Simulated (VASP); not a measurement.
# Ru (P6_3/mmc) in VASP: a series of runs

Runs on Ru. Level: PBE. Tasks: electric field gradients.

All numbers are computed with VASP 6.6.1; they aren't measurements. Logs are shortened: lines on timing, memory, paths and dates and some standing lists are left out, and cuts for length are marked.

### Step 1. The cell of the first run

Symmetry: P6_3/mmc, No. 194, hexagonal system. The conventional cell has a = 2.678 Å, b = 2.678 Å, c = 4.239 Å, α = 90.00°, β = 90.00°, γ = 120.00°. Within 3.5 Å of Ru (site symmetry -6m2) lie 12 Ru at 2.62 to 2.68 Å.

### Step 2. Electric field gradients, PBE (volume scaled by 0.97)

The input, INCAR:

```
  ALGO = Normal
  EDIFF = 1E-8
  ENCUT = 520
  GGA = PE
  ISIF = 2
  ISMEAR = -1
  LASPH = T
  LCHARG = F
  LEFG = T
  LREAL = F
  LWAVE = F
  NBANDS = 21
  NELM = 60
  PREC = Accurate
  SIGMA = 0.03
```

The input, KPOINTS:

```
k-points
0
Gamma
  14 14 8
```

The input, POSCAR:

```
Ru
1.0
    2.6784661590      0.0000000000      0.0000000000
   -1.3392330795      2.3196197369      0.0000000000
    0.0000000000      0.0000000000      4.2386455276
Ru
2
Direct
    0.3333333333      0.6666666667      0.2500000000
    0.6666666667      0.3333333333      0.7500000000
```

Potentials or basis: VASP PAW PBE potentials, release 64 (Ru_pv).

Run with:

```bash
cat potpaw_PBE.64/Ru_pv/POTCAR > POTCAR
mpirun -np 1 vasp_std > vasp.out
```

OUTCAR:

```text
EDIFF = 1E-8
   ENCUT = 520
   GGA = PE
   ISIF = 2
   ISMEAR = -1
   LASPH = T
   LREAL = F
   NELM = 60
   PREC = Accurate

 ion  position               nearest neighbor table
   1  0.333  0.667  0.250-   2 2.62   2 2.62   2 2.62   2 2.62   2 2.62   2 2.62
   2  0.667  0.333  0.750-   1 2.62   1 2.62   1 2.62   1 2.62   1 2.62   1 2.62

  LATTYP: Found a hexagonal cell.
 ALAT       =     2.6784661590
 C/A-ratio  =     1.5824898565

  Lattice vectors:

 A1 = (   2.6784661590,   0.0000000000,   0.0000000000)
 A2 = (  -1.3392330795,   2.3196197369,   0.0000000000)
 A3 = (   0.0000000000,   0.0000000000,   4.2386455276)

Analysis of symmetry for initial positions (statically):
=====================================================================
 Subroutine PRICEL returns:
 Original cell was already a primitive cell.

 Routine SETGRP: Setting up the symmetry group for a
 hexagonal supercell.

 Subroutine GETGRP returns: Found 24 space group operations
 (whereof 12 operations were pure point group operations)
 out of a pool of 24 trial point group operations.

The static configuration has the point symmetry D_3d.
 The point group associated with its full space group is D_6h.

Analysis of symmetry for dynamics (positions and initial velocities):
=====================================================================
 Subroutine PRICEL returns:
 Original cell was already a primitive cell.

 Routine SETGRP: Setting up the symmetry group for a
 hexagonal supercell.

 Subroutine GETGRP returns: Found 24 space group operations
 (whereof 12 operations were pure point group operations)
 out of a pool of 24 trial point group operations.

The dynamic configuration has the point symmetry D_3d.
 The point group associated with its full space group is D_6h.

 Subroutine INISYM returns: Found 24 space group operations
 (whereof 12 operations are pure point group operations),
 and found     1 'primitive' translations

----------------------------------------------------------------------------------------

                                     Primitive cell

  volume of cell :      26.3348

[... 121 lines left out ...]
  volume of cell :       26.33
 maximum number of plane-waves:       728
 NGX is ok and might be reduce to    20
   NGX =  9   NGY =  9   NGZ = 15

 number of electron      27.9999993 magnetization

 Free energy of the ion-electron system (eV)
  ---------------------------------------------------
  ext. energy  EPLUGINS =         0.00000000
  ---------------------------------------------------
  free energy    TOTEN  =       -18.40967779 eV

  energy without entropy =      -18.40330747  energy(sigma->0) =      -18.40649263

 E-fermi :  13.3937     XC(G=0): -14.3110

 val. band max:       13.3935957075   @ k =   0.0000   0.0000   0.3750
 cond. band min:      13.4033154287   @ k =   0.2857   0.1429   0.0000
 fundamental gap:      0.0097197212
 Fermi energy:        13.3936952695

 k-point     1 :       0.0000    0.0000    0.0000
  band No.  band energies     occupation
      1     -30.3681      2.00000
      2     -29.3300      2.00000
      3     -29.3300      2.00000
      4     -29.1430      2.00000
      5     -29.1430      2.00000
      6     -29.1042      2.00000
[... 565 lines left out ...]
     20      23.7889      0.00000
     21      23.7891      0.00000

 [... further k-points ...]

------------------------ aborting loop because EDIFF is reached ----------------------------------------

  FORCE on cell =-STRESS in cart. coord.  units (eV):
  Direction    XX          YY          ZZ          XY          YZ          ZX
  --------------------------------------------------------------------------------------
  -------------------------------------------------------------------------------------
  Total        2.6004753      2.6004753      2.4198788      0.0000000      0.0000000      0.0000000
  in kB      158.2097555    158.2097555    147.2224848      0.0000000      0.0000000      0.0000000
  external PRESSURE =     154.5473319 kB  Pullay stress =       0.0000000 kB

 VOLUME and BASIS-vectors are now :
 -----------------------------------------------------------------------------
  energy-cutoff  :      520.00
  volume of cell :       26.33
      direct lattice vectors                 reciprocal lattice vectors
     2.678466159  0.000000000  0.000000000     0.373348006  0.215552572  0.000000000
    -1.339233080  2.319619737  0.000000000     0.000000000  0.431105144  0.000000000
     0.000000000  0.000000000  4.238645528     0.000000000  0.000000000  0.235924423

 POSITION                                       TOTAL-FORCE (eV/Angst)
 -----------------------------------------------------------------------------------
     -0.00000      1.54641      1.05966         0.000000      0.000000      0.000000
      1.33923      0.77321      3.17898        -0.000000     -0.000000      0.000000
 -----------------------------------------------------------------------------------
    total drift:                               -0.000000      0.000000     -0.000000

  FREE ENERGIE OF THE ION-ELECTRON SYSTEM (eV)
  ---------------------------------------------------
  free  energy   TOTEN  =       -18.4096777934 eV

  energy  without entropy=      -18.4033074696  energy(sigma->0) =      -18.40649263

 Electric field gradients (V/A^2)
---------------------------------------------------------------------
 ion       V_xx      V_yy      V_zz      V_xy      V_xz      V_yz
---------------------------------------------------------------------
   1       6.890     6.891   -13.781     0.001     0.000    -0.000
   2       6.890     6.891   -13.781     0.001    -0.000     0.000
---------------------------------------------------------------------

 Electric field gradients after diagonalization (V/A^2)
 (convention: |V_zz| > |V_xx| > |V_yy|)
----------------------------------------------------------------------
 ion       V_xx      V_yy      V_zz     asymmetry (V_yy - V_xx)/ V_zz
----------------------------------------------------------------------
   1       6.891     6.889   -13.781       0.000
   2       6.891     6.889   -13.781       0.000
----------------------------------------------------------------------

           NMR quadrupolar parameters

 Cq : quadrupolar parameter    Cq=e*Q*V_zz/h
 eta: asymmetry parameters     (V_yy - V_xx)/ V_zz
 Q  : nuclear electric quadrupole moment in mb (millibarn)
----------------------------------------------------------------------
 ion       Cq(MHz)       eta       Q (mb)
----------------------------------------------------------------------
   1      -0.033       0.000       1.000
   2      -0.033       0.000       1.000
----------------------------------------------------------------------
```

OSZICAR:

```text
N       E                     dE             d eps       ncg     rms          rms(c)
DAV:   1     0.287632885648E+03    0.28763E+03   -0.17589E+04  5040   0.149E+03
DAV:   2    -0.137022500372E+02   -0.30134E+03   -0.29222E+03  5135   0.446E+02
DAV:   3    -0.196749128375E+02   -0.59727E+01   -0.59388E+01  5870   0.701E+01
DAV:   4    -0.197200844564E+02   -0.45172E-01   -0.45120E-01  6221   0.585E+00
DAV:   5    -0.197206752433E+02   -0.59079E-03   -0.58565E-03  5779   0.600E-01    0.191E+01
DAV:   6    -0.185014960556E+02    0.12192E+01   -0.26658E+00  5815   0.161E+01    0.554E+00
DAV:   7    -0.184178273096E+02    0.83669E-01   -0.45246E-01  5820   0.513E+00    0.113E+00
DAV:   8    -0.184099280642E+02    0.78992E-02   -0.17787E-02  5455   0.118E+00    0.333E-01
DAV:   9    -0.184096726207E+02    0.25544E-03   -0.58053E-04  5770   0.257E-01    0.354E-02
DAV:  10    -0.184096801009E+02   -0.74801E-05   -0.48468E-05  5735   0.722E-02    0.172E-02
DAV:  11    -0.184096777583E+02    0.23425E-05   -0.77668E-06  5640   0.271E-02    0.133E-03
DAV:  12    -0.184096777690E+02   -0.10674E-07   -0.65776E-08  5762   0.244E-03    0.799E-04
DAV:  13    -0.184096778030E+02   -0.33961E-07   -0.95863E-10  3570   0.307E-04    0.447E-05
DAV:  14    -0.184096777899E+02    0.13079E-07   -0.90006E-11  3015   0.943E-05    0.256E-05
DAV:  15    -0.184096777934E+02   -0.34852E-08   -0.13877E-11  2780   0.378E-05
   1 F= -.18409678E+02 E0= -.18406493E+02  d E =-.637032E-02
```

Run time: 34 s. Hardware: 1 thread of Intel Xeon Platinum 8559C (Emerald Rapids), shared host; peak memory 0.17 GiB.

Results:

```
Free energy            : -18.4097 eV
Pressure               : 15.5 GPa
Band gap on the k mesh : zero (band 14 reaches 15.12 eV, above the bottom of band 15 at 11.83 eV)
```

Electric field gradients, principal values (V/Å²):
| atom | least | middle | greatest (by size) |
| --- | --- | --- | --- |
| 1 Ru | 6.889 | 6.891 | -13.781 |
| 2 Ru | 6.889 | 6.891 | -13.781 |

Caveat: without QUAD_EFG the Cq values of the log hold for a quadrupole moment of 1 mb, not for the nuclei.

### Step 3. Electric field gradients, PBE (volume scaled by 0.98)

The input, INCAR:

```
PREC = Accurate
ENCUT = 520
EDIFF = 1E-8
ISMEAR = -1
SIGMA = 0.03
LREAL = False
LASPH = True
NELM = 80
ALGO = Normal
ISIF = 2
LWAVE = False
LCHARG = False
GGA = PE
LEFG = True
NBANDS = 21
```

The input, KPOINTS:

```
Automatic mesh
0
Gamma
  14 14 8
```

The input, POSCAR:

```
Ru
1.0
    2.6876390600      0.0000000000      0.0000000000
   -1.3438195300      2.3275637022      0.0000000000
    0.0000000000      0.0000000000      4.2531615502
Ru
2
Direct
    0.3333333333      0.6666666667      0.2500000000
    0.6666666667      0.3333333333      0.7500000000
```

Potentials or basis: VASP PAW PBE potentials, release 64 (Ru_pv).

Run with:

```bash
cat potpaw_PBE.64/Ru_pv/POTCAR > POTCAR
mpirun -np 1 vasp_std > vasp.out
```

OUTCAR:

```text
PREC = Accurate
   ENCUT = 520
   EDIFF = 1E-8
   ISMEAR = -1
   LREAL = False
   LASPH = True
   NELM = 80
   ISIF = 2
   GGA = PE

 ion  position               nearest neighbor table
   1  0.333  0.667  0.250-   2 2.63   2 2.63   2 2.63   2 2.63   2 2.63   2 2.63
   2  0.667  0.333  0.750-   1 2.63   1 2.63   1 2.63   1 2.63   1 2.63   1 2.63

  LATTYP: Found a hexagonal cell.
 ALAT       =     2.6876390600
 C/A-ratio  =     1.5824898564

  Lattice vectors:

 A1 = (   2.6876390600,   0.0000000000,   0.0000000000)
 A2 = (  -1.3438195300,   2.3275637022,   0.0000000000)
 A3 = (   0.0000000000,   0.0000000000,   4.2531615502)

Analysis of symmetry for initial positions (statically):
=====================================================================
 Subroutine PRICEL returns:
 Original cell was already a primitive cell.

 Routine SETGRP: Setting up the symmetry group for a
 hexagonal supercell.

 Subroutine GETGRP returns: Found 24 space group operations
 (whereof 12 operations were pure point group operations)
 out of a pool of 24 trial point group operations.

The static configuration has the point symmetry D_3d.
 The point group associated with its full space group is D_6h.

Analysis of symmetry for dynamics (positions and initial velocities):
=====================================================================
 Subroutine PRICEL returns:
 Original cell was already a primitive cell.

 Routine SETGRP: Setting up the symmetry group for a
 hexagonal supercell.

 Subroutine GETGRP returns: Found 24 space group operations
 (whereof 12 operations were pure point group operations)
 out of a pool of 24 trial point group operations.

The dynamic configuration has the point symmetry D_3d.
 The point group associated with its full space group is D_6h.

 Subroutine INISYM returns: Found 24 space group operations
 (whereof 12 operations are pure point group operations),
 and found     1 'primitive' translations

----------------------------------------------------------------------------------------

                                     Primitive cell

  volume of cell :      26.6063

  direct lattice vectors                    reciprocal lattice vectors
     2.687639060  0.000000000  0.000000000     0.372073771  0.214816892  0.000000000
    -1.343819530  2.327563702  0.000000000     0.000000000  0.429633784  0.000000000
     0.000000000  0.000000000  4.253161550     0.000000000  0.000000000  0.235119214

  length of vectors
     2.687639060  2.687639060  4.253161550     0.429633784  0.429633784  0.235119214

  position of ions in fractional coordinates (direct lattice)
     0.333333333  0.666666667  0.250000000
     0.666666667  0.333333333  0.750000000

  ion indices of the primitive-cell ions
   primitive index   ion index
                 1           1
                 2           2

----------------------------------------------------------------------------------------

 KPOINTS: Automatic mesh

[... 73 lines left out ...]
   ISIF   =      2    stress and relaxation
   ISYM   =      2    0-nonsym 1-usesym 2-fastsym
   POTIM  = 0.5000    time-step for ionic-motion
   TEBEG  =    0.0;   TEEND  =   0.0 temperature during run
   PSTRESS=    0.0 pullay stress
   NELECT =      28.0000    total number of electrons
   NUPDOWN=      -1.0000    fix difference up-down
   EMIN   =  10.00;   EMAX   =-10.00  energy-range for DOS
   EFERMI =   0.00;   METHOD = LEGACY
   ISMEAR =    -1;   SIGMA  =   0.03  broadening in eV -4-tet -1-fermi 0-gaus
   EFERMI_NEDOS =   21; number of points for ismear=-14 and -15
   IALGO  =     38    algorithm
   IMIX   =      4    mixing-type and parameters
     AMIX     =   0.40;   BMIX     =  1.00
     AMIX_MAG =   1.60;   BMIX_MAG =  1.00
  volume/ion in A,a.u.               =      13.30        89.77
  Fermi-wavevector in a.u.,A,eV,Ry     =   1.665199  3.146769 37.727410  2.772886
  Thomas-Fermi vector in A             =   2.751610
   LORBIT       =      0    0 simple, 1 ext, 2 COOP (PROOUT), +10 PAW based schemes
   GGA     = PE    functional components
   LHFCALC =     F    Hartree Fock is set to
   AEXX    =    0.0000 exact exchange contribution
   IVDW    =     0    specifies the selected vdW correction
   LEPSILON=     F    determine dielectric tensor
   LRPA    =     F    only Hartree local field effects (RPA)
 non-spin polarized calculation
  energy-cutoff  :      520.00
  volume of cell :       26.61
 maximum number of plane-waves:       733
 NGX is ok and might be reduce to    20
   NGX =  9   NGY =  9   NGZ = 15

 number of electron      27.9999997 magnetization

 Free energy of the ion-electron system (eV)
  ---------------------------------------------------
  ext. energy  EPLUGINS =         0.00000000
  ---------------------------------------------------
  free energy    TOTEN  =       -18.43275406 eV

  energy without entropy =      -18.42627065  energy(sigma->0) =      -18.42951235

 E-fermi :  13.2016     XC(G=0): -14.2468

 val. band max:       13.2006954094   @ k =   0.0000   0.0000   0.3750
 cond. band min:      13.2114127255   @ k =   0.2857   0.1429   0.0000
 fundamental gap:      0.0107173161
 Fermi energy:        13.2015741439

 k-point     1 :       0.0000    0.0000    0.0000
  band No.  band energies     occupation
      1     -30.5181      2.00000
      2     -29.5141      2.00000
      3     -29.5141      2.00000
      4     -29.3329      2.00000
      5     -29.3329      2.00000
      6     -29.2959      2.00000
[... 565 lines left out ...]
     20      23.6088      0.00000
     21      23.6090      0.00000

 [... further k-points ...]

------------------------ aborting loop because EDIFF is reached ----------------------------------------

  FORCE on cell =-STRESS in cart. coord.  units (eV):
  Direction    XX          YY          ZZ          XY          YZ          ZX
  --------------------------------------------------------------------------------------
  -------------------------------------------------------------------------------------
  Total        1.9943119      1.9943119      1.7807337     -0.0000000      0.0000000     -0.0000000
  in kB      120.0934356    120.0934356    107.2321883     -0.0000000      0.0000000     -0.0000000
  external PRESSURE =     115.8063532 kB  Pullay stress =       0.0000000 kB

 VOLUME and BASIS-vectors are now :
 -----------------------------------------------------------------------------
  energy-cutoff  :      520.00
  volume of cell :       26.61
      direct lattice vectors                 reciprocal lattice vectors
     2.687639060  0.000000000  0.000000000     0.372073771  0.214816892  0.000000000
    -1.343819530  2.327563702  0.000000000     0.000000000  0.429633784  0.000000000
     0.000000000  0.000000000  4.253161550     0.000000000  0.000000000  0.235119214

 POSITION                                       TOTAL-FORCE (eV/Angst)
 -----------------------------------------------------------------------------------
     -0.00000      1.55171      1.06329         0.000000     -0.000000      0.000000
      1.34382      0.77585      3.18987        -0.000000      0.000000      0.000000
 -----------------------------------------------------------------------------------
    total drift:                               -0.000000      0.000000     -0.000000

  FREE ENERGIE OF THE ION-ELECTRON SYSTEM (eV)
  ---------------------------------------------------
  free  energy   TOTEN  =       -18.4327540593 eV

  energy  without entropy=      -18.4262706494  energy(sigma->0) =      -18.42951235

 Electric field gradients (V/A^2)
---------------------------------------------------------------------
 ion       V_xx      V_yy      V_zz      V_xy      V_xz      V_yz
---------------------------------------------------------------------
   1       6.743     6.745   -13.488     0.001     0.000    -0.000
   2       6.743     6.745   -13.488     0.001    -0.000     0.000
---------------------------------------------------------------------

 Electric field gradients after diagonalization (V/A^2)
 (convention: |V_zz| > |V_xx| > |V_yy|)
----------------------------------------------------------------------
 ion       V_xx      V_yy      V_zz     asymmetry (V_yy - V_xx)/ V_zz
----------------------------------------------------------------------
   1       6.745     6.743   -13.488       0.000
   2       6.745     6.743   -13.488       0.000
----------------------------------------------------------------------

           NMR quadrupolar parameters

 Cq : quadrupolar parameter    Cq=e*Q*V_zz/h
 eta: asymmetry parameters     (V_yy - V_xx)/ V_zz
 Q  : nuclear electric quadrupole moment in mb (millibarn)
----------------------------------------------------------------------
 ion       Cq(MHz)       eta       Q (mb)
----------------------------------------------------------------------
   1      -0.033       0.000       1.000
   2      -0.033       0.000       1.000
----------------------------------------------------------------------
```

stdout:

```text
POSCAR found type information on POSCAR Ru
 POSCAR found :  1 types and       2 ions
 scaLAPACK will be used
 LDA part: xc-table for (Slater+PW92), standard interpolation
 POSCAR, INCAR and KPOINTS ok, starting setup
 FFT: planning ... GRIDC
 FFT: planning ... GRID_SOFT
 FFT: planning ... GRID
 WAVECAR not read
 entering main loop
ion   1

ion   2
```

It took 33 s on 1 thread of Intel Xeon Platinum 8559C (Emerald Rapids), shared host; peak memory 0.17 GiB.

What came out:

```yaml
Free_energy: -18.4328 eV
Pressure: 11.6 GPa
Band_gap_on_the_k_mesh: zero (band 14 reaches 14.90 eV, above the bottom of band 15 at 11.66 eV)
```

Electric field gradients, principal values (V/Å²):
```csv
atom,least,middle,greatest (by size)
1 Ru,6.743,6.745,-13.488
2 Ru,6.743,6.745,-13.488
```

Caveat: without QUAD_EFG the Cq values of the log hold for a quadrupole moment of 1 mb, not for the nuclei.

(Part 1 of 2 ends here.)
